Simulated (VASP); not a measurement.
# Mn (Im-3m) in VASP: a series of runs

Runs on Mn. Level: r2SCAN. Tasks: single point.

All numbers are computed with VASP 6.6.1; they aren't measurements. Logs are shortened: lines on timing, memory, paths and dates and some standing lists are left out, and cuts for length are marked.

### Step 1. The cell of the first run

Symmetry: Im-3m, No. 229, cubic system. The conventional cell has a = 2.761 Å, b = 2.761 Å, c = 2.761 Å, α = 90.00°, β = 90.00°, γ = 90.00°. Within 3.2 Å of Mn (site symmetry m-3m) lie 14 Mn at 2.39 to 2.76 Å.

This isn't the form of Mn at room conditions, which is a 58-atom cubic cell.

### Step 2. Single point, r2SCAN

POSCAR reads:

```
Mn
1.0
   -1.3802885588      1.3802885588      1.3802885588
    1.3802885588     -1.3802885588      1.3802885588
    1.3802885588      1.3802885588     -1.3802885588
Mn
1
Direct
    0.0000000000      0.0000000000      0.0000000000
```

INCAR.step1 reads:

```
PREC = Accurate ; ENCUT = 520
ISMEAR = -1 ; SIGMA = 0.1
LREAL = F ; LASPH = T
NELM = 80 ; NBANDS = 12
GGA = PE ; ALGO = Normal
EDIFF = 1E-4 ; LWAVE = T
LCHARG = F
```

INCAR.step2 reads:

```
PREC = Accurate ; ENCUT = 520
EDIFF = 1E-7 ; ISMEAR = -1
SIGMA = 0.1 ; LREAL = F
LASPH = T ; NELM = 80
ALGO = Normal ; ISIF = 2
LWAVE = F ; LCHARG = T
METAGGA = R2SCAN ; LMIXTAU = T
LELF = T ; LVHAR = T
NBANDS = 12 ; ISTART = 1
```

KPOINTS reads:

```
Automatic mesh
0
Gamma
  15 15 15
```

Potentials or basis: VASP PAW PBE potentials, release 64 (Mn_pv).

Command:

```bash
$ cat potpaw_PBE.64/Mn_pv/POTCAR > POTCAR
$ cp INCAR.step1 INCAR
$ mpirun -np 1 vasp_std > vasp.out
$ cp INCAR.step2 INCAR
$ mpirun -np 1 vasp_std > vasp.out
```

OUTCAR:

```text
PREC = Accurate
   ENCUT = 520
   EDIFF = 1E-7
   ISMEAR = -1
   LREAL = F
   LASPH = T
   NELM = 80
   ISIF = 2
   METAGGA = R2SCAN
   ISTART = 1

 ion  position               nearest neighbor table
   1  0.000  0.000  0.000-

  LATTYP: Found a body centered cubic cell.
 ALAT       =     2.7605771176

  Lattice vectors:

 A1 = (  -1.3802885588,   1.3802885588,   1.3802885588)
 A2 = (   1.3802885588,  -1.3802885588,   1.3802885588)
 A3 = (   1.3802885588,   1.3802885588,  -1.3802885588)

Analysis of symmetry for initial positions (statically):
=====================================================================
 Subroutine PRICEL returns:
 Original cell was already a primitive cell.

 Routine SETGRP: Setting up the symmetry group for a
 body centered cubic supercell.

 Subroutine GETGRP returns: Found 48 space group operations
 (whereof 48 operations were pure point group operations)
 out of a pool of 48 trial point group operations.

The static configuration has the point symmetry O_h .

Analysis of symmetry for dynamics (positions and initial velocities):
=====================================================================
 Subroutine PRICEL returns:
 Original cell was already a primitive cell.

 Routine SETGRP: Setting up the symmetry group for a
 body centered cubic supercell.

 Subroutine GETGRP returns: Found 48 space group operations
 (whereof 48 operations were pure point group operations)
 out of a pool of 48 trial point group operations.

The dynamic configuration has the point symmetry O_h .

 Subroutine INISYM returns: Found 48 space group operations
 (whereof 48 operations are pure point group operations),
 and found     1 'primitive' translations

----------------------------------------------------------------------------------------

                                     Primitive cell

  volume of cell :      10.5189

  direct lattice vectors                    reciprocal lattice vectors
    -1.380288559  1.380288559  1.380288559     0.000000000  0.362243095  0.362243095
     1.380288559 -1.380288559  1.380288559     0.362243095  0.000000000  0.362243095
     1.380288559  1.380288559 -1.380288559     0.362243095  0.362243095  0.000000000

  length of vectors
     2.390729913  2.390729913  2.390729913     0.512289098  0.512289098  0.512289098

  position of ions in fractional coordinates (direct lattice)
     0.000000000  0.000000000  0.000000000

  ion indices of the primitive-cell ions
   primitive index   ion index
                 1           1

----------------------------------------------------------------------------------------

 KPOINTS: Automatic mesh

Automatic generation of k-mesh.
 Grid dimensions read from file:
 generate k-points for:   15   15   15

 Generating k-lattice:

  Cartesian coordinates                     Fractional coordinates (reciprocal lattice)
     0.000000000  0.024149540  0.024149540     0.066666667  0.000000000  0.000000000
     0.024149540  0.000000000  0.024149540     0.000000000  0.066666667  0.000000000
     0.024149540  0.024149540  0.000000000     0.000000000  0.000000000  0.066666667

  Length of vectors
     0.034152607  0.034152607  0.034152607

  Shift w.r.t. Gamma in fractional coordinates (k-lattice)
     0.000000000  0.000000000  0.000000000

 Subroutine IBZKPT returns following result:
 ===========================================

 Found    120 irreducible k-points:

 Following reciprocal coordinates:
            Coordinates               Weight
  0.000000  0.000000  0.000000      1.000000
  0.066667  0.000000  0.000000     12.000000
  0.133333  0.000000  0.000000     12.000000
  0.200000  0.000000  0.000000     12.000000
  0.266667  0.000000  0.000000     12.000000
  0.333333  0.000000  0.000000     12.000000
[... 16 lines left out ...]
  0.333333  0.200000  0.000000     48.000000
  0.400000  0.200000  0.000000     24.000000
 [... further k-points ...]
   k-points           NKPTS =    120   k-points in BZ     NKDIM =    120   number of bands    NBANDS=     12
   number of dos      NEDOS =    301   number of ions     NIONS =      1
   total plane-waves  NPLWV =   5832
   dimension x,y,z NGX =    18 NGY =   18 NGZ =   18
   dimension x,y,z NGXF=    36 NGYF=   36 NGZF=   36
   ions per type =               1
   NGX,Y,Z   is equivalent  to a cutoff of  12.52, 12.52, 12.52 a.u.
   NGXF,Y,Z  is equivalent  to a cutoff of  25.03, 25.03, 25.03 a.u.
 SYSTEM =  unknown system
   PREC   = accura    normal or accurate (medium, high low for compatibility)
   ISTART =      1    job   : 0-new  1-cont  2-samecut
   ICHARG =      0    charge: 1-file 2-atom 10-const
   ISPIN  =      1    spin polarized calculation?
   LNONCOLLINEAR =      F non collinear calculations
   LSORBIT =      F    spin-orbit coupling
   LASPH  =      T    aspherical Exc in radial PAW
   ENCUT  =  520.0 eV  38.22 Ry    6.18 a.u.   4.45  4.45  4.45*2*pi/ulx,y,z
   NELM   =     80;   NELMIN=  2; NELMDL=  0     # of ELM steps
   EDIFF  = 0.1E-06   stopping-criterion for ELM
   LREAL  =      F    real-space projection
   EDIFFG = 0.1E-05   stopping-criterion for IOM
   NSW    =      0    number of steps for IOM
   IBRION =     -1    ionic relax: 0-MD 1-quasi-New 2-CG
   NFREE  =      0    steps in history (QN), initial steepest desc. (CG)
   ISIF   =      2    stress and relaxation
   ISYM   =      2    0-nonsym 1-usesym 2-fastsym
   POTIM  = 0.5000    time-step for ionic-motion
   TEBEG  =    0.0;   TEEND  =   0.0 temperature during run
   PSTRESS=    0.0 pullay stress
   NELECT =      13.0000    total number of electrons
   NUPDOWN=      -1.0000    fix difference up-down
   EMIN   =  10.00;   EMAX   =-10.00  energy-range for DOS
   EFERMI =   0.00;   METHOD = LEGACY
   ISMEAR =    -1;   SIGMA  =   0.10  broadening in eV -4-tet -1-fermi 0-gaus
   EFERMI_NEDOS =   21; number of points for ismear=-14 and -15
   IALGO  =     38    algorithm
   IMIX   =      4    mixing-type and parameters
     AMIX     =   0.40;   BMIX     =  1.00
     AMIX_MAG =   1.60;   BMIX_MAG =  1.00
  volume/ion in A,a.u.               =      10.52        70.98
  Fermi-wavevector in a.u.,A,eV,Ry     =   1.756842  3.319950 41.994302  3.086494
  Thomas-Fermi vector in A             =   2.826313
   LORBIT       =      0    0 simple, 1 ext, 2 COOP (PROOUT), +10 PAW based schemes
   METAGGA = R2SCAN    functional components
   LHFCALC =     F    Hartree Fock is set to
   AEXX    =    0.0000 exact exchange contribution
   IVDW    =     0    specifies the selected vdW correction
   LEPSILON=     F    determine dielectric tensor
   LRPA    =     F    only Hartree local field effects (RPA)
 non-spin polarized calculation
  energy-cutoff  :      520.00
  volume of cell :       10.52
 maximum number of plane-waves:       321
 NGX is ok and might be reduce to    18
   NGX =  9   NGY =  9   NGZ =  9

 number of electron      12.9999980 magnetization

 Free energy of the ion-electron system (eV)
  ---------------------------------------------------
  ext. energy  EPLUGINS =         0.00000000
  ---------------------------------------------------
  free energy    TOTEN  =       -14.25556866 eV

  energy without entropy =      -14.19462753  energy(sigma->0) =      -14.22509809

 E-fermi :  11.0936     XC(G=0): -15.5571

 val. band max:       11.0664573956   @ k =   0.1333   0.1333   0.0000
 cond. band min:      11.0937608360   @ k =   0.2000   0.2000   0.0000
 fundamental gap:      0.0273034404
 Fermi energy:        11.0935953194

 k-point     1 :       0.0000    0.0000    0.0000
  band No.  band energies     occupation
      1     -38.7358      2.00000
      2     -38.7357      2.00000
      3     -38.7357      2.00000
      4       1.7548      2.00000
      5       9.2770      2.00000
      6       9.2772      2.00000
      7       9.2772      2.00000
      8      11.6066      0.01177
      9      11.6066      0.01177
     10      35.7857      0.00000
     11      35.7859      0.00000
     12      35.7859      0.00000

 k-point     2 :       0.0667    0.0000    0.0000
  band No.  band energies     occupation
      1     -38.7741      2.00000
      2     -38.7475      2.00000
      3     -38.7359      2.00000
      4       1.9670      2.00000
      5       9.2020      2.00000
      6       9.2654      2.00000
      7       9.4107      2.00000
      8      11.5236      0.02676
      9      11.6117      0.01118
     10      35.1342      0.00000
     11      35.6843      0.00000
     12      35.8883      0.00000

 k-point     3 :       0.1333    0.0000    0.0000
  band No.  band energies     occupation
      1     -38.8816      2.00000
      2     -38.7810      2.00000
      3     -38.7364      2.00000
      4       2.5794      2.00000
      5       8.9934      2.00000
      6       9.2070      2.00000
      7       9.7983      2.00000
      8      11.3443      0.15079
      9      11.6303      0.00929
     10      33.4129      0.00000
     11      35.1740      0.00000
     12      36.1589      0.00000

 k-point     4 :       0.2000    0.0000    0.0000
  band No.  band energies     occupation
      1     -39.0381      2.00000
      2     -38.8300      2.00000
      3     -38.7372      2.00000
      4       3.5081      2.00000
      5       8.6970      2.00000
      6       9.0817      2.00000
      7      10.3988      1.99808
      8      11.2202      0.43971
      9      11.6688      0.00633
     10      30.9762      0.00000
     11      34.0687      0.00000
     12      36.5133      0.00000

 k-point     5 :       0.2667    0.0000    0.0000
  band No.  band energies     occupation
      1     -39.2150      2.00000
      2     -38.8860      2.00000
      3     -38.7382      2.00000
      4       4.5584      2.00000
      5       8.3711      2.00000
      6       9.0288      2.00000
      7      11.1398      0.77320
      8      11.2358      0.38860
      9      11.7299      0.00344
     10      28.1657      0.00000
     11      32.6789      0.00000
     12      36.8620      0.00000
[... 228 lines left out ...]
      1     -39.3510      2.00000
      2     -38.9630      2.00000
      3     -38.8016      2.00000
      4       5.9562      2.00000
      5       8.1324      2.00000
      6       8.4526      2.00000
      7      11.0938      0.99917
      8      11.9272      0.00048
      9      12.8800      0.00000
     10      26.8584      0.00000
     11      27.9759      0.00000
     12      34.6058      0.00000

 k-point    22 :       0.2667    0.2000    0.0000
  band No.  band energies     occupation
      1     -39.4251      2.00000
      2     -39.0400      2.00000
      3     -38.8129      2.00000
      4       6.5217      2.00000
      5       7.9223      2.00000
      6       8.6207      2.00000
      7      11.2350      0.39120
      8      12.0026      0.00023
      9      14.1429      0.00000
     10      24.4497      0.00000
     11      26.6432      0.00000
     12      33.4880      0.00000

 k-point    23 :       0.3333    0.2000    0.0000
  band No.  band energies     occupation
      1     -39.4682      2.00000
      2     -39.1013      2.00000
      3     -38.8182      2.00000
      4       6.6366      2.00000
      5       7.8426      2.00000
      6       8.9745      2.00000
      7      11.3980      0.09096
      8      12.0558      0.00013
      9      15.5158      0.00000
     10      22.0644      0.00000
     11      25.9693      0.00000
     12      32.7863      0.00000

 k-point    24 :       0.4000    0.2000    0.0000
  band No.  band energies     occupation
      1     -39.4818      2.00000
      2     -39.1247      2.00000
      3     -38.8198      2.00000
      4       6.6256      2.00000
      5       7.8229      2.00000
      6       9.1443      2.00000
      7      11.4644      0.04786
      8      12.0878      0.00010
      9      16.3208      0.00000
     10      20.8879      0.00000
     11      25.7388      0.00000
     12      32.5457      0.00000

 [... further k-points ...]

------------------------ aborting loop because EDIFF is reached ----------------------------------------

  FORCE on cell =-STRESS in cart. coord.  units (eV):
  Direction    XX          YY          ZZ          XY          YZ          ZX
  --------------------------------------------------------------------------------------
  -------------------------------------------------------------------------------------
  Total        0.0235701      0.0235701      0.0235701      0.0000000     -0.0000000      0.0000000
  in kB        3.5900703      3.5900703      3.5900703      0.0000000     -0.0000000      0.0000000
  external PRESSURE =       3.5900703 kB  Pullay stress =       0.0000000 kB

 VOLUME and BASIS-vectors are now :
 -----------------------------------------------------------------------------
  energy-cutoff  :      520.00
  volume of cell :       10.52
      direct lattice vectors                 reciprocal lattice vectors
    -1.380288559  1.380288559  1.380288559     0.000000000  0.362243095  0.362243095
     1.380288559 -1.380288559  1.380288559     0.362243095  0.000000000  0.362243095
     1.380288559  1.380288559 -1.380288559     0.362243095  0.362243095  0.000000000

 POSITION                                       TOTAL-FORCE (eV/Angst)
 -----------------------------------------------------------------------------------
      0.00000      0.00000      0.00000         0.000000     -0.000000      0.000000
 -----------------------------------------------------------------------------------
    total drift:                                0.000000     -0.000000     -0.000000

  FREE ENERGIE OF THE ION-ELECTRON SYSTEM (eV)
  ---------------------------------------------------
  free  energy   TOTEN  =       -14.2555686578 eV

  energy  without entropy=      -14.1946275317  energy(sigma->0) =      -14.22509809
```

Wall time 50 s (1 thread of Intel Xeon 8259CL, shared host); peak memory 0.13 GiB.

Results:

```
Free energy            : -14.2556 eV
Pressure               : 0.4 GPa
Band gap on the k mesh : zero (an odd number of electrons rules out a gap without spin polarisation)
```

Levels at points of the mesh, in eV from the Fermi level:
| k point | band 4 | band 5 | band 6 | band 7 | band 8 | band 9 |
| --- | --- | --- | --- | --- | --- | --- |
| (0.00, 0.00, 0.00) | -9.34 | -1.82 | -1.82 | -1.82 | 0.51 | 0.51 |

Caveat: the PAW data sets were made with another functional, which shifts forces and pressure a little; the run has no spin polarisation, though such a crystal can be magnetic. Spin polarisation is off, so any magnetic state and its effect on volume and gap are missing.

### Step 3. Single point, r2SCAN (9.26 Å³/atom)

This run uses another cell than the first one, of 9.26 Å³/atom.

POSCAR reads:

```
Mn
1.0
   -1.3227084018      1.3227084018      1.3227084018
    1.3227084018     -1.3227084018      1.3227084018
    1.3227084018      1.3227084018     -1.3227084018
Mn
1
Direct
    0.0000000000      0.0000000000      0.0000000000
```

INCAR.step1 reads:

```
  PREC = Accurate
  ENCUT = 520
  ISMEAR = -1
  SIGMA = 0.1
  LREAL = F
  LASPH = T
  NELM = 80
  NBANDS = 12
  GGA = PE
  ALGO = Normal
  EDIFF = 1E-4
  LWAVE = T
  LCHARG = F
```

INCAR.step2 reads:

```
  PREC = Accurate
  ENCUT = 520
  EDIFF = 1E-7
  ISMEAR = -1
  SIGMA = 0.1
  LREAL = F
  LASPH = T
  NELM = 80
  ALGO = Normal
  ISIF = 2
  LWAVE = F
  LCHARG = T
  METAGGA = R2SCAN
  LMIXTAU = T
  LELF = T
  LVHAR = T
  NBANDS = 12
  ISTART = 1
```

KPOINTS reads:

```
Automatic mesh
0
Gamma
  18 18 18
```

Potentials or basis: VASP PAW PBE potentials, release 64 (Mn_pv).

Command:

```bash
$ cat potpaw_PBE.64/Mn_pv/POTCAR > POTCAR
$ cp INCAR.step1 INCAR
$ mpirun -np 1 vasp_std > vasp.out
$ cp INCAR.step2 INCAR
$ mpirun -np 1 vasp_std > vasp.out
```

Wall time 89 s (1 thread of Intel Xeon 8259CL, shared host); peak memory 0.14 GiB.

It converged, with:

```
Free energy            : -14.0710 eV
Pressure               : 51.7 GPa
Band gap on the k mesh : zero (an odd number of electrons rules out a gap without spin polarisation)
```

Levels at points of the mesh, in eV from the Fermi level:
```
           k point  band 3  band 4  band 5  band 6  band 7  band 8  band 9  band 10
(0.00, 0.00, 0.00)  -49.78   -9.96   -2.13   -2.13   -2.13    0.55    0.55    25.70
(0.50, 0.00, 0.00)  -49.79   -6.25   -4.02    0.50    0.74    0.97    2.35    11.44
(0.50, 0.50, 0.50)  -50.64   -6.16   -6.16    1.88    1.88    1.88   12.35    12.35
```

Caveat: the cell stands under pressure; the PAW data sets were made with another functional, which shifts forces and pressure a little; the run has no spin polarisation, though such a crystal can be magnetic. Spin polarisation is off, so any magnetic state and its effect on volume and gap are missing.

(Continued in part 2 of 2.)

The gap in the log of VASP goes by the Fermi energy; the results here count the filled bands.